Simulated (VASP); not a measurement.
# Cd (P6_3/mmc) in VASP: notebook, part 2 of 2

VASP 6.6.1.

### 3 Single point, PBE

This run uses another cell than the first one, of the same volume but with other edges.

The input, INCAR:

```
SYSTEM = Cd
  ALGO = Normal
  EDIFF = 1E-6
  ENCUT = 520
  GGA = PE
  ISIF = 2
  ISMEAR = 0
  LASPH = .TRUE.
  LCHARG = .FALSE.
  LREAL = .FALSE.
  LWAVE = .FALSE.
  NBANDS = 32
  NELM = 60
  PREC = Accurate
  SIGMA = 0.1
```

The input, KPOINTS:

```
k-points
0
G
  6 6 2
  0 0 0
```

The input, POSCAR:

```
Cd
1.0
    3.0518810261      0.0000000000      0.0000000000
   -1.5259405131      2.6430064979      0.0000000000
    0.0000000000      0.0000000000     11.9269476989
Cd
4
Direct
    0.3333333333      0.6666666667      0.1211596089
    0.6666666667      0.3333333333      0.6211596089
    0.3333333333      0.6666666667      0.3788403911
    0.6666666667      0.3333333333      0.8788403911
```

Potentials or basis: VASP PAW PBE potentials, release 64 (Cd).

Launch:

```bash
$ cat potpaw_PBE.64/Cd/POTCAR > POTCAR
$ mpirun -np 1 vasp_std > vasp.out
```

OUTCAR:

```text
SYSTEM = Cd
   EDIFF = 1E-6
   ENCUT = 520
   GGA = PE
   ISIF = 2
   ISMEAR = 0
   LASPH = .TRUE.
   LREAL = .FALSE.
   NELM = 60
   PREC = Accurate

 ion  position               nearest neighbor table
   1  0.333  0.667  0.121-   3 3.07   4 3.38   4 3.38   4 3.38
   2  0.667  0.333  0.621-   4 3.07   3 3.38   3 3.38   3 3.38
   3  0.333  0.667  0.379-   1 3.07   2 3.38   2 3.38   2 3.38
   4  0.667  0.333  0.879-   2 3.07   1 3.38   1 3.38   1 3.38

  LATTYP: Found a hexagonal cell.
 ALAT       =     3.0518810261
 C/A-ratio  =     3.9080644353

  Lattice vectors:

 A1 = (   3.0518810261,   0.0000000000,   0.0000000000)
 A2 = (  -1.5259405131,   2.6430064979,   0.0000000000)
 A3 = (   0.0000000000,   0.0000000000,  11.9269476989)

Analysis of symmetry for initial positions (statically):
=====================================================================
 Subroutine PRICEL returns:
 Original cell was already a primitive cell.

 Routine SETGRP: Setting up the symmetry group for a
 hexagonal supercell.

 Subroutine GETGRP returns: Found 24 space group operations
 (whereof 12 operations were pure point group operations)
 out of a pool of 24 trial point group operations.

The static configuration has the point symmetry D_3d.
 The point group associated with its full space group is D_6h.

Analysis of symmetry for dynamics (positions and initial velocities):
=====================================================================
 Subroutine PRICEL returns:
 Original cell was already a primitive cell.

 Routine SETGRP: Setting up the symmetry group for a
 hexagonal supercell.

 Subroutine GETGRP returns: Found 24 space group operations
[... 109 lines left out ...]
   NUPDOWN=      -1.0000    fix difference up-down
   EMIN   =  10.00;   EMAX   =-10.00  energy-range for DOS
   EFERMI =   0.00;   METHOD = LEGACY
   ISMEAR =     0;   SIGMA  =   0.10  broadening in eV -4-tet -1-fermi 0-gaus
   EFERMI_NEDOS =   21; number of points for ismear=-14 and -15
   IALGO  =     38    algorithm
   IMIX   =      4    mixing-type and parameters
     AMIX     =   0.40;   BMIX     =  1.00
     AMIX_MAG =   1.60;   BMIX_MAG =  1.00
  volume/ion in A,a.u.               =      24.05       162.30
  Fermi-wavevector in a.u.,A,eV,Ry     =   1.298445  2.453705 22.938867  1.685959
  Thomas-Fermi vector in A             =   2.429773
   LORBIT       =      0    0 simple, 1 ext, 2 COOP (PROOUT), +10 PAW based schemes
   GGA     = PE    functional components
   LHFCALC =     F    Hartree Fock is set to
   AEXX    =    0.0000 exact exchange contribution
   IVDW    =     0    specifies the selected vdW correction
   LEPSILON=     F    determine dielectric tensor
   LRPA    =     F    only Hartree local field effects (RPA)
 non-spin polarized calculation
 Gauss-broadening in eV      SIGMA  =   0.10
  energy-cutoff  :      520.00
  volume of cell :       96.20
 maximum number of plane-waves:      2613
 NGX is ok and might be reduce to    24

 number of electron      48.0000019 magnetization

 Free energy of the ion-electron system (eV)
  ---------------------------------------------------
  ext. energy  EPLUGINS =         0.00000000
  ---------------------------------------------------
  free energy    TOTEN  =        -2.90216231 eV

  energy without entropy =       -2.89351521  energy(sigma->0) =       -2.89783876

 E-fermi :   2.3698     XC(G=0): -10.4422

 val. band max:        2.3643616814   @ k =   0.5000  -0.0000   0.5000
 cond. band min:       2.4441935159   @ k =   0.3333   0.3333   0.5000
 fundamental gap:      0.0798318345
 Fermi energy:         2.3697569254

 k-point     1 :       0.0000    0.0000    0.0000
  band No.  band energies     occupation
      1      -7.3723      2.00000
      2      -7.2809      2.00000
      3      -7.1904      2.00000
      4      -7.0776      2.00000
      5      -6.8191      2.00000
      6      -6.8191      2.00000
[... 479 lines left out ...]
     31       5.3494      0.00000
     32       5.3494      0.00000

------------------------ aborting loop because EDIFF is reached ----------------------------------------

  FORCE on cell =-STRESS in cart. coord.  units (eV):
  Direction    XX          YY          ZZ          XY          YZ          ZX
  --------------------------------------------------------------------------------------
  -------------------------------------------------------------------------------------
  Total        0.1294714      0.1294714      0.2308914     -0.0000000      0.0000000      0.0000000
  in kB        2.1562016      2.1562016      3.8452379     -0.0000000      0.0000000      0.0000000
  external PRESSURE =       2.7192137 kB  Pullay stress =       0.0000000 kB

 VOLUME and BASIS-vectors are now :
 -----------------------------------------------------------------------------
  energy-cutoff  :      520.00
  volume of cell :       96.20
      direct lattice vectors                 reciprocal lattice vectors
     3.051881026  0.000000000  0.000000000     0.327666771  0.189178498  0.000000000
    -1.525940513  2.643006498  0.000000000     0.000000000  0.378356996  0.000000000
     0.000000000  0.000000000 11.926947699     0.000000000  0.000000000  0.083843748

 POSITION                                       TOTAL-FORCE (eV/Angst)
 -----------------------------------------------------------------------------------
     -0.00000      1.76200      1.44506        -0.000000      0.000000      0.002184
      1.52594      0.88100      7.40854         0.000000      0.000000      0.002184
     -0.00000      1.76200      4.51841        -0.000000     -0.000000     -0.002184
      1.52594      0.88100     10.48188         0.000000     -0.000000     -0.002184
 -----------------------------------------------------------------------------------
    total drift:                               -0.000000      0.000000      0.000000

  FREE ENERGIE OF THE ION-ELECTRON SYSTEM (eV)
  ---------------------------------------------------
  free  energy   TOTEN  =        -2.9021623060 eV

  energy  without entropy=       -2.8935152125  energy(sigma->0) =       -2.89783876
```

OSZICAR:

```text
N       E                     dE             d eps       ncg     rms          rms(c)
DAV:   1     0.381507193361E+03    0.38151E+03   -0.24864E+04   896   0.148E+03
DAV:   2     0.791496783967E+01   -0.37359E+03   -0.35720E+03   928   0.397E+02
DAV:   3    -0.303889170358E+01   -0.10954E+02   -0.10898E+02  1072   0.776E+01
DAV:   4    -0.306860810767E+01   -0.29716E-01   -0.29713E-01   968   0.366E+00
DAV:   5    -0.306870212090E+01   -0.94013E-04   -0.94013E-04  1048   0.187E-01    0.490E+00
DAV:   6    -0.290841674261E+01    0.16029E+00   -0.46833E-01  1008   0.604E+00    0.410E+00
DAV:   7    -0.290125884095E+01    0.71579E-02   -0.44369E-02  1008   0.144E+00    0.216E+00
DAV:   8    -0.290198955644E+01   -0.73072E-03   -0.55488E-03   992   0.721E-01    0.973E-02
DAV:   9    -0.290208471601E+01   -0.95160E-04   -0.66806E-05  1008   0.634E-02    0.457E-02
DAV:  10    -0.290216274109E+01   -0.78025E-04   -0.69755E-05   960   0.682E-02    0.267E-03
DAV:  11    -0.290216230604E+01    0.43506E-06   -0.14768E-07   672   0.288E-03
   1 F= -.29021623E+01 E0= -.28978388E+01  d E =-.864709E-02
```

stdout:

```text
POSCAR found type information on POSCAR Cd
 POSCAR found :  1 types and       4 ions
 scaLAPACK will be used
 LDA part: xc-table for (Slater+PW92), standard interpolation
 POSCAR, INCAR and KPOINTS ok, starting setup
 FFT: planning ... GRIDC
 FFT: planning ... GRID_SOFT
 FFT: planning ... GRID
 WAVECAR not read
 entering main loop
```

It took 52 s on 1 thread of Intel Xeon 8259CL, shared host; peak memory 0.22 GiB.

Results:

- Free energy: -2.9022 eV
- Pressure: 0.3 GPa
- Band gap on the k mesh: zero (bands 24 and 25 overlap by 3.74 eV)

Forces on the atoms (eV/Å):
```
Cd   0.000  0.000  0.002
Cd   0.000  0.000  0.002
Cd   0.000  0.000 -0.002
Cd   0.000  0.000 -0.002
```

Caveat: the k points lie up to 0.40 Å⁻¹ apart, too coarse for converged energies and pressures of a metal.

### 4 Single point, PBE

This run uses another cell than the first one, of 24.13 Å³/atom.

The input, INCAR:

```
SYSTEM = Cd
  PREC = Accurate
  ENCUT = 520
  EDIFF = 1E-6
  ISMEAR = 0
  SIGMA = 0.1
  LREAL = .False.
  LASPH = .True.
  NELM = 80
  ALGO = Fast
  ISIF = 2
  LWAVE = .False.
  LCHARG = .False.
  GGA = PE
  NBANDS = 32
```

The input, KPOINTS:

```
Automatic mesh
0
Gamma
  18 18 4
  0 0 0
```

The input, POSCAR:

```
Cd
1.0
    3.0687182915      0.0000000000      0.0000000000
   -1.5343591458      2.6575879975      0.0000000000
    0.0000000000      0.0000000000     11.8356334545
Cd
4
Direct
    0.3333333333      0.6666666667      0.1190350189
    0.6666666667      0.3333333333      0.6190350189
    0.3333333333      0.6666666667      0.3809649811
    0.6666666667      0.3333333333      0.8809649811
```

Potentials or basis: VASP PAW PBE potentials, release 64 (Cd).

Launch:

```bash
$ cat potpaw_PBE.64/Cd/POTCAR > POTCAR
$ mpirun -np 1 vasp_std > vasp.out
```

OUTCAR:

```text
SYSTEM = Cd
   PREC = Accurate
   ENCUT = 520
   EDIFF = 1E-6
   ISMEAR = 0
   LREAL = .False.
   LASPH = .True.
   NELM = 80
   ISIF = 2
   GGA = PE

 ion  position               nearest neighbor table
   1  0.333  0.667  0.119-   3 3.10   4 3.33   4 3.33   4 3.33
   2  0.667  0.333  0.619-   4 3.10   3 3.33   3 3.33   3 3.33
   3  0.333  0.667  0.381-   1 3.10   2 3.33   2 3.33   2 3.33
   4  0.667  0.333  0.881-   2 3.10   1 3.33   1 3.33   1 3.33

  LATTYP: Found a hexagonal cell.
 ALAT       =     3.0687182915
 C/A-ratio  =     3.8568654175

[... 1034 lines left out ...]

 [... further k-points ...]
[... 5 lines left out ...]
  --------------------------------------------------------------------------------------
  -------------------------------------------------------------------------------------
  Total        0.1741967      0.1741967      0.0774007     -0.0000000      0.0000000      0.0000000
  in kB        2.8914406      2.8914406      1.2847514     -0.0000000      0.0000000      0.0000000
  external PRESSURE =       2.3558776 kB  Pullay stress =       0.0000000 kB

 VOLUME and BASIS-vectors are now :
 -----------------------------------------------------------------------------
  energy-cutoff  :      520.00
  volume of cell :       96.52
      direct lattice vectors                 reciprocal lattice vectors
     3.068718292  0.000000000  0.000000000     0.325868948  0.188140525  0.000000000
    -1.534359146  2.657587997  0.000000000     0.000000000  0.376281049  0.000000000
     0.000000000  0.000000000 11.835633454     0.000000000  0.000000000  0.084490619

 POSITION                                       TOTAL-FORCE (eV/Angst)
 -----------------------------------------------------------------------------------
     -0.00000      1.77173      1.40885        -0.000000      0.000000     -0.007020
      1.53436      0.88586      7.32667        -0.000000     -0.000000     -0.007020
     -0.00000      1.77173      4.50896         0.000000     -0.000000      0.007020
      1.53436      0.88586     10.42678         0.000000     -0.000000      0.007020
 -----------------------------------------------------------------------------------
    total drift:                               -0.000000      0.000000      0.000000

  FREE ENERGIE OF THE ION-ELECTRON SYSTEM (eV)
  ---------------------------------------------------
  free  energy   TOTEN  =        -2.8283332202 eV

  energy  without entropy=       -2.8198560695  energy(sigma->0) =       -2.82409464
```

OSZICAR:

```text
N       E                     dE             d eps       ncg     rms          rms(c)
DAV:   1     0.382766694269E+03    0.38277E+03   -0.25189E+04  7104   0.148E+03
DAV:   2     0.771498425668E+01   -0.37505E+03   -0.35773E+03  7304   0.399E+02
DAV:   3    -0.295724363394E+01   -0.10672E+02   -0.10615E+02  8304   0.773E+01
DAV:   4    -0.298721254767E+01   -0.29969E-01   -0.29963E-01  7568   0.363E+00
DAV:   5    -0.298731172979E+01   -0.99182E-04   -0.99181E-04  8488   0.192E-01    0.497E+00
RMM:   6    -0.283413173897E+01    0.15318E+00   -0.44611E-01  7118   0.491E+00    0.414E+00
RMM:   7    -0.282729881396E+01    0.68329E-02   -0.58922E-02  7281   0.131E+00    0.209E+00
RMM:   8    -0.282815168935E+01   -0.85288E-03   -0.93343E-03  7451   0.104E+00    0.146E-01
RMM:   9    -0.282826168562E+01   -0.11000E-03   -0.13319E-03  7729   0.259E-01    0.697E-02
RMM:  10    -0.282833691831E+01   -0.75233E-04   -0.31402E-04  7546   0.183E-01    0.311E-02
RMM:  11    -0.282833319562E+01    0.37227E-05   -0.24862E-05  7892   0.366E-02    0.550E-03
RMM:  12    -0.282833322020E+01   -0.24581E-07   -0.13954E-06  5069   0.101E-02
   1 F= -.28283332E+01 E0= -.28240946E+01  d E =-.847715E-02
```

stdout:

```text
POSCAR found type information on POSCAR Cd
 POSCAR found :  1 types and       4 ions
 scaLAPACK will be used
 LDA part: xc-table for (Slater+PW92), standard interpolation
 POSCAR, INCAR and KPOINTS ok, starting setup
 FFT: planning ... GRIDC
 FFT: planning ... GRID_SOFT
 FFT: planning ... GRID
 WAVECAR not read
 entering main loop
```

It took 6.7 min on 1 thread of Intel Xeon 8259CL, shared host; peak memory 0.39 GiB.

Results:

* Free energy: -2.8283 eV
* Pressure: 0.2 GPa
* Largest force: 0.007 eV/Å
* Band gap on the k mesh: zero (bands 24 and 25 overlap by 4.06 eV)

Forces in eV/Å, atoms in the order of the input:
```
Cd   0.000  0.000 -0.007
Cd   0.000  0.000 -0.007
Cd   0.000  0.000  0.007
Cd   0.000  0.000  0.007
```

Stress tensor (GPa, compression positive):
```
0.29 0.00 0.00
0.00 0.29 0.00
0.00 0.00 0.13
```

### 5 Overview

```csv
cell,k mesh,gap on the mesh (eV),pressure (GPa),largest force (eV/Å)
"a = 3.511, b = 3.511, c = 9.014 Å, angles 90.0, 90.0, 120.0°, 4 atoms, atomic positions A",6 × 6 × 2,none,140.0,80.01
"a = 3.052, b = 3.052, c = 11.927 Å, angles 90.0, 90.0, 120.0°, 4 atoms, atomic positions B",6 × 6 × 2,none,0.3,-
"a = 3.069, b = 3.069, c = 11.836 Å, angles 90.0, 90.0, 120.0°, 4 atoms, atomic positions C",18 × 18 × 4,none,0.2,0.01
```

Alike in all rows: task single point; level PBE; potentials or basis VASP PAW PBE potentials, release 64 (Cd); no spin polarisation; cutoff (eV) 520; smearing gaussian 0.1 eV.

Caveats: some runs use coarse meshes; atoms lie so close that the PAW spheres overlap strongly, which falsifies energies and pressures (at least some runs); the stress differs along the axes, from -1 to 421 GPa (at least some runs); forces of over 1 eV/Å act on the atoms, so gaps and moduli don't describe the material at rest (at least some runs).

Absolute energies hang on the potentials; compare differences alone.

The gap in the log of VASP goes by the Fermi energy; the results here count the filled bands.